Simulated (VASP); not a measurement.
# TaN (F-43m) in VASP: settings compared

Aim: see how the results for TaN move with the level of theory and the settings. Levels: PBEsol+U, LDA. Tasks: single point.

All numbers are computed with VASP 6.6.1; they aren't measurements. Logs are shortened: lines on timing, memory, paths and dates and some standing lists are left out, and cuts for length are marked.

### Step 1. The cell of the first run

It takes space group F-43m (No. 216, cubic). The conventional cell has a = 4.785 Å, b = 4.785 Å, c = 4.785 Å, α = 90.00°, β = 90.00°, γ = 90.00°. Within 2.7 Å of Ta (site symmetry -43m) lie 4 N at 2.07 Å. Within 2.7 Å of N (site symmetry -43m) lie 4 Ta at 2.07 Å.

### Step 2. Single point, PBEsol+U

File INCAR:

```
ALGO = Normal
EDIFF = 1E-6
ENCUT = 700
GGA = PS
GGA_COMPAT = False
ISIF = 2
ISMEAR = -1
LASPH = True
LCHARG = False
LDAU = True
LDAUJ = 0 0
LDAUL = 2 -1
LDAUPRINT = 1
LDAUTYPE = 2
LDAUU = 8 0
LMAXMIX = 4
LREAL = False
LWAVE = False
NBANDS = 16
NELM = 200
PREC = Accurate
SIGMA = 0.05
```

File KPOINTS:

```
k-points
0
Gamma
  9 9 9
```

File POSCAR:

```
TaN
1.0
    0.0000000000      2.3926275664      2.3926275664
    2.3926275664      0.0000000000      2.3926275664
    2.3926275664      2.3926275664      0.0000000000
Ta N
1 1
Direct
    0.0000000000      0.0000000000      0.0000000000
    0.2500000000      0.2500000000      0.2500000000
```

Potentials or basis: VASP PAW PBE potentials, release 64 (Ta_sv_GW, N).

The run is started by

```
> cat potpaw_PBE.64/Ta_sv_GW/POTCAR potpaw_PBE.64/N/POTCAR > POTCAR
> mpirun -np 1 vasp_std > vasp.out
```

OUTCAR:

```text
EDIFF = 1E-6
   ENCUT = 700
   GGA = PS
   ISIF = 2
   ISMEAR = -1
   LASPH = True
   LREAL = False
   NELM = 200
   PREC = Accurate

 ion  position               nearest neighbor table
   1  0.000  0.000  0.000-   2 2.07   2 2.07   2 2.07   2 2.07
   2  0.250  0.250  0.250-   1 2.07   1 2.07   1 2.07   1 2.07

  LATTYP: Found a face centered cubic cell.
 ALAT       =     4.7852551328

  Lattice vectors:

 A1 = (   0.0000000000,   2.3926275664,   2.3926275664)
 A2 = (   2.3926275664,   0.0000000000,   2.3926275664)
 A3 = (   2.3926275664,   2.3926275664,   0.0000000000)

Analysis of symmetry for initial positions (statically):
=====================================================================
 Subroutine PRICEL returns:
 Original cell was already a primitive cell.

 Routine SETGRP: Setting up the symmetry group for a
 face centered cubic supercell.

 Subroutine GETGRP returns: Found 24 space group operations
 (whereof 24 operations were pure point group operations)
 out of a pool of 48 trial point group operations.

The static configuration has the point symmetry T_d .

Analysis of symmetry for dynamics (positions and initial velocities):
=====================================================================
 Subroutine PRICEL returns:
 Original cell was already a primitive cell.

 Routine SETGRP: Setting up the symmetry group for a
 face centered cubic supercell.

 Subroutine GETGRP returns: Found 24 space group operations
 (whereof 24 operations were pure point group operations)
 out of a pool of 48 trial point group operations.

The dynamic configuration has the point symmetry T_d .

 Subroutine INISYM returns: Found 24 space group operations
 (whereof 24 operations are pure point group operations),
 and found     1 'primitive' translations

----------------------------------------------------------------------------------------

                                     Primitive cell

  volume of cell :      27.3940

  direct lattice vectors                    reciprocal lattice vectors
     0.000000000  2.392627566  2.392627566    -0.208975273  0.208975273  0.208975273
     2.392627566  0.000000000  2.392627566     0.208975273 -0.208975273  0.208975273
     2.392627566  2.392627566  0.000000000     0.208975273  0.208975273 -0.208975273

  length of vectors
     3.383686354  3.383686354  3.383686354     0.361955791  0.361955791  0.361955791

  position of ions in fractional coordinates (direct lattice)
     0.000000000  0.000000000  0.000000000
     0.250000000  0.250000000  0.250000000

  ion indices of the primitive-cell ions
   primitive index   ion index
                 1           1
                 2           2

----------------------------------------------------------------------------------------

 KPOINTS: k-points

Automatic generation of k-mesh.
 Grid dimensions read from file:
 generate k-points for:    9    9    9

 Generating k-lattice:

  Cartesian coordinates                     Fractional coordinates (reciprocal lattice)
    -0.023219475  0.023219475  0.023219475     0.111111111  0.000000000  0.000000000
     0.023219475 -0.023219475  0.023219475     0.000000000  0.111111111  0.000000000
     0.023219475  0.023219475 -0.023219475     0.000000000  0.000000000  0.111111111

  Length of vectors
     0.040217310  0.040217310  0.040217310

  Shift w.r.t. Gamma in fractional coordinates (k-lattice)
     0.000000000  0.000000000  0.000000000

 Subroutine IBZKPT returns following result:
 ===========================================

 Found     35 irreducible k-points:

 Following reciprocal coordinates:
            Coordinates               Weight
  0.000000  0.000000  0.000000      1.000000
  0.111111  0.000000  0.000000      8.000000
  0.222222  0.000000  0.000000      8.000000
  0.333333  0.000000  0.000000      8.000000
  0.444444  0.000000  0.000000      8.000000
  0.111111  0.111111  0.000000      6.000000
[... 16 lines left out ...]
 -0.333333  0.333333  0.000000     12.000000
  0.444444  0.444444  0.000000      6.000000
 [... further k-points ...]
   k-points           NKPTS =     35   k-points in BZ     NKDIM =     35   number of bands    NBANDS=     16
   number of dos      NEDOS =    301   number of ions     NIONS =      2
   total plane-waves  NPLWV =  27000
   dimension x,y,z NGX =    30 NGY =   30 NGZ =   30
   dimension x,y,z NGXF=    60 NGYF=   60 NGZF=   60
   ions per type =               1   1
   NGX,Y,Z   is equivalent  to a cutoff of  14.74, 14.74, 14.74 a.u.
   NGXF,Y,Z  is equivalent  to a cutoff of  29.48, 29.48, 29.48 a.u.
 SYSTEM =  unknown system
   PREC   = accura    normal or accurate (medium, high low for compatibility)
   ISTART =      0    job   : 0-new  1-cont  2-samecut
   ICHARG =      2    charge: 1-file 2-atom 10-const
   ISPIN  =      1    spin polarized calculation?
   LNONCOLLINEAR =      F non collinear calculations
   LSORBIT =      F    spin-orbit coupling
   LASPH  =      T    aspherical Exc in radial PAW
   ENCUT  =  700.0 eV  51.45 Ry    7.17 a.u.   7.30  7.30  7.30*2*pi/ulx,y,z
   NELM   =    200;   NELMIN=  2; NELMDL= -5     # of ELM steps
   EDIFF  = 0.1E-05   stopping-criterion for ELM
   LREAL  =      F    real-space projection
   EDIFFG = 0.1E-04   stopping-criterion for IOM
   NSW    =      0    number of steps for IOM
   IBRION =     -1    ionic relax: 0-MD 1-quasi-New 2-CG
   NFREE  =      0    steps in history (QN), initial steepest desc. (CG)
   ISIF   =      2    stress and relaxation
   ISYM   =      2    0-nonsym 1-usesym 2-fastsym
   POTIM  = 0.5000    time-step for ionic-motion
   TEBEG  =    0.0;   TEEND  =   0.0 temperature during run
   PSTRESS=    0.0 pullay stress
   NELECT =      18.0000    total number of electrons
   NUPDOWN=      -1.0000    fix difference up-down
   EMIN   =  10.00;   EMAX   =-10.00  energy-range for DOS
   EFERMI =   0.00;   METHOD = LEGACY
   ISMEAR =    -1;   SIGMA  =   0.05  broadening in eV -4-tet -1-fermi 0-gaus
   EFERMI_NEDOS =   21; number of points for ismear=-14 and -15
   IALGO  =     38    algorithm
   IMIX   =      4    mixing-type and parameters
     AMIX     =   0.40;   BMIX     =  1.00
     AMIX_MAG =   1.60;   BMIX_MAG =  1.00
  volume/ion in A,a.u.               =      13.70        92.43
  Fermi-wavevector in a.u.,A,eV,Ry     =   1.423248  2.689549 27.560433  2.025635
  Thomas-Fermi vector in A             =   2.543866
   LORBIT       =      0    0 simple, 1 ext, 2 COOP (PROOUT), +10 PAW based schemes
 LDA+U is selected, type is set to LDAUTYPE =  2
   angular momentum for each species LDAUL =     2   -1
   U (eV)           for each species LDAUU =   8.0  0.0
   J (eV)           for each species LDAUJ =   0.0  0.0
   GGA     = PS    functional components
   LHFCALC =     F    Hartree Fock is set to
   AEXX    =    0.0000 exact exchange contribution
   IVDW    =     0    specifies the selected vdW correction
   LEPSILON=     F    determine dielectric tensor
   LRPA    =     F    only Hartree local field effects (RPA)
 non-spin polarized calculation
  energy-cutoff  :      700.00
  volume of cell :       27.39
 maximum number of plane-waves:      1167
 NGX is ok and might be reduce to    30
   NGX = 15   NGY = 15   NGZ = 15

atom =   1  type =  1  l = 2

 onsite density matrix

spin component  1

  0.2464 -0.0000  0.0000  0.0000 -0.0000
 -0.0000  0.2464  0.0000 -0.0000 -0.0000
  0.0000  0.0000  0.1158 -0.0000 -0.0000
  0.0000 -0.0000 -0.0000  0.2464  0.0000
 -0.0000 -0.0000 -0.0000  0.0000  0.1158

spin component  2

  0.2464 -0.0000  0.0000  0.0000 -0.0000
 -0.0000  0.2464  0.0000 -0.0000 -0.0000
  0.0000  0.0000  0.1158 -0.0000 -0.0000
  0.0000 -0.0000 -0.0000  0.2464  0.0000
 -0.0000 -0.0000 -0.0000  0.0000  0.1158

 occupancies and eigenvectors

  o =  0.1158  v =  0.0000 -0.0000 -0.0577  0.0000 -0.9983  0.0000  0.0000  0.0000  0.0000  0.0000      0.0000  0.0000  0.0000  0.0000  0.0000  0.0000  0.0000  0.0000  0.0000  0.0000
  o =  0.1158  v =  0.0000  0.0000  0.0000  0.0000  0.0000  0.0000 -0.0000 -0.0577  0.0000 -0.9983      0.0000  0.0000  0.0000  0.0000  0.0000  0.0000  0.0000  0.0000  0.0000  0.0000
  o =  0.1158  v =  0.0000  0.0000  0.0000  0.0000  0.0000  0.0000  0.0000 -0.9983 -0.0000  0.0577      0.0000  0.0000  0.0000  0.0000  0.0000  0.0000  0.0000  0.0000  0.0000  0.0000
  o =  0.1158  v =  0.0000  0.0000 -0.9983 -0.0000  0.0577  0.0000  0.0000  0.0000  0.0000  0.0000      0.0000  0.0000  0.0000  0.0000  0.0000  0.0000  0.0000  0.0000  0.0000  0.0000
  o =  0.2464  v =  0.0000 -0.7762 -0.0000 -0.6305  0.0000  0.0000  0.0000  0.0000  0.0000  0.0000      0.0000  0.0000  0.0000  0.0000  0.0000  0.0000  0.0000  0.0000  0.0000  0.0000
  o =  0.2464  v =  0.0000  0.0000  0.0000  0.0000  0.0000  0.0000 -0.7762 -0.0000 -0.6305  0.0000      0.0000  0.0000  0.0000  0.0000  0.0000  0.0000  0.0000  0.0000  0.0000  0.0000
  o =  0.2464  v =  0.0000  0.6305  0.0000 -0.7762 -0.0000  0.0000  0.0000  0.0000  0.0000  0.0000      0.0000  0.0000  0.0000  0.0000  0.0000  0.0000  0.0000  0.0000  0.0000  0.0000
  o =  0.2464  v =  0.0000  0.0000  0.0000  0.0000  0.0000  0.0000  0.6305  0.0000 -0.7762 -0.0000      0.0000  0.0000  0.0000  0.0000  0.0000  0.0000  0.0000  0.0000  0.0000  0.0000
  o =  0.2464  v =  1.0000  0.0000  0.0000  0.0000  0.0000  0.0000  0.0000  0.0000  0.0000  0.0000      0.0000  0.0000  0.0000  0.0000  0.0000  0.0000  0.0000  0.0000  0.0000  0.0000
  o =  0.2464  v =  0.0000  0.0000  0.0000  0.0000  0.0000  1.0000  0.0000  0.0000  0.0000  0.0000      0.0000  0.0000  0.0000  0.0000  0.0000  0.0000  0.0000  0.0000  0.0000  0.0000

 number of electron      18.0000000 magnetization

 Free energy of the ion-electron system (eV)
  ---------------------------------------------------
  ext. energy  EPLUGINS =         0.00000000
  ---------------------------------------------------
  free energy    TOTEN  =       -18.56252172 eV

  energy without entropy =      -18.54905176  energy(sigma->0) =      -18.55578674

 E-fermi :  11.0007     XC(G=0): -12.3488

 val. band max:       10.9987200428   @ k =  -0.2222   0.1111   0.0000
 cond. band min:      11.0153880008   @ k =  -0.2222   0.3333   0.1111
 fundamental gap:      0.0166679580
 Fermi energy:        11.0006528104

 k-point     1 :       0.0000    0.0000    0.0000
  band No.  band energies     occupation
      1     -60.5422      2.00000
      2     -26.7862      2.00000
      3     -26.7862      2.00000
      4     -26.7862      2.00000
      5      -7.1335      2.00000
      6       3.8012      2.00000
[... 8 lines left out ...]
     15      22.7541      0.00000
     16      22.7541      0.00000

 k-point     2 :       0.1111    0.0000    0.0000
  band No.  band energies     occupation
      1     -60.5403      2.00000
      2     -26.8301      2.00000
      3     -26.7923      2.00000
      4     -26.7923      2.00000
      5      -6.9736      2.00000
      6       3.4968      2.00000
[... 8 lines left out ...]
     15      20.9341      0.00000
     16      22.8526      0.00000

 k-point     3 :       0.2222    0.0000    0.0000
  band No.  band energies     occupation
      1     -60.5353      2.00000
      2     -26.9395      2.00000
      3     -26.8075      2.00000
      4     -26.8075      2.00000
      5      -6.5748      2.00000
      6       3.0514      2.00000
[... 8 lines left out ...]
     15      18.4031      0.00000
     16      23.4093      0.00000

 k-point     4 :       0.3333    0.0000    0.0000
  band No.  band energies     occupation
      1     -60.5296      2.00000
      2     -27.0611      2.00000
      3     -26.8247      2.00000
      4     -26.8247      2.00000
      5      -6.1399      2.00000
      6       2.9341      2.00000
[... 8 lines left out ...]
     15      17.5425      0.00000
     16      24.5832      0.00000
[... 324 lines left out ...]
 k-point    22 :      -0.4444    0.3333    0.0000
  band No.  band energies     occupation
      1     -60.5206      2.00000
      2     -27.1003      2.00000
      3     -26.9623      2.00000
      4     -26.8916      2.00000
      5      -5.4523      2.00000
      6       2.7827      2.00000
[... 8 lines left out ...]
     15      20.4050      0.00000
     16      21.7314      0.00000

 k-point    23 :      -0.3333    0.3333    0.0000
  band No.  band energies     occupation
      1     -60.5211      2.00000
      2     -27.0696      2.00000
      3     -26.9973      2.00000
      4     -26.8731      2.00000
      5      -5.4950      2.00000
      6       3.3471      2.00000
[... 8 lines left out ...]
     15      19.4992      0.00000
     16      21.5834      0.00000

 k-point    24 :       0.4444    0.4444    0.0000
  band No.  band energies     occupation
      1     -60.5205      2.00000
      2     -27.1334      2.00000
      3     -26.9111      2.00000
      4     -26.9111      2.00000
      5      -5.4421      2.00000
      6       2.1774      2.00000
[... 8 lines left out ...]
     15      21.3676      0.00000
     16      23.3966      0.00000

 [... further k-points ...]

------------------------ aborting loop because EDIFF is reached ----------------------------------------

  FORCE on cell =-STRESS in cart. coord.  units (eV):
  Direction    XX          YY          ZZ          XY          YZ          ZX
  --------------------------------------------------------------------------------------
  -------------------------------------------------------------------------------------
  Total        1.4101985      1.4101985      1.4101985      0.0000000      0.0000000     -0.0000000
  in kB       82.4775051     82.4775051     82.4775051      0.0000000      0.0000000     -0.0000000
  external PRESSURE =      82.4775051 kB  Pullay stress =       0.0000000 kB

 VOLUME and BASIS-vectors are now :
 -----------------------------------------------------------------------------
  energy-cutoff  :      700.00
  volume of cell :       27.39
      direct lattice vectors                 reciprocal lattice vectors
     0.000000000  2.392627566  2.392627566    -0.208975273  0.208975273  0.208975273
     2.392627566  0.000000000  2.392627566     0.208975273 -0.208975273  0.208975273
     2.392627566  2.392627566  0.000000000     0.208975273  0.208975273 -0.208975273

 POSITION                                       TOTAL-FORCE (eV/Angst)
 -----------------------------------------------------------------------------------
      0.00000      0.00000      0.00000        -0.000000     -0.000000      0.000000
      1.19631      1.19631      1.19631         0.000000      0.000000     -0.000000
 -----------------------------------------------------------------------------------
    total drift:                                0.000000      0.000000      0.000000

  FREE ENERGIE OF THE ION-ELECTRON SYSTEM (eV)
  ---------------------------------------------------
  free  energy   TOTEN  =       -18.5625217227 eV

  energy  without entropy=      -18.5490517589  energy(sigma->0) =      -18.55578674
```

It took 40 s on 1 thread of Intel Xeon Platinum 8259CL at 2.50GHz (Skylake/Cascade Lake), shared host; peak memory 0.19 GiB.

What came out:

```
Free energy            : -18.5625 eV
Pressure               : 8.2 GPa
Band gap on the k mesh : zero (bands 9 and 10 overlap by 0.48 eV)
```

Eigenvalues of the final occupation matrices:
```
    site  spin  trace               eigenvalues
site 1 d     1   0.97  0.12 0.12 0.25 0.25 0.25
site 1 d     2   0.97  0.12 0.12 0.25 0.25 0.25
```

Caveat: the cell stands under pressure; the PAW data sets were made with another functional, which shifts forces and pressure a little; spin-orbit coupling is left out, which moves the levels of the heavy elements; U without spin polarisation on a metal has little footing.

(Part 1 of 2 ends here.)
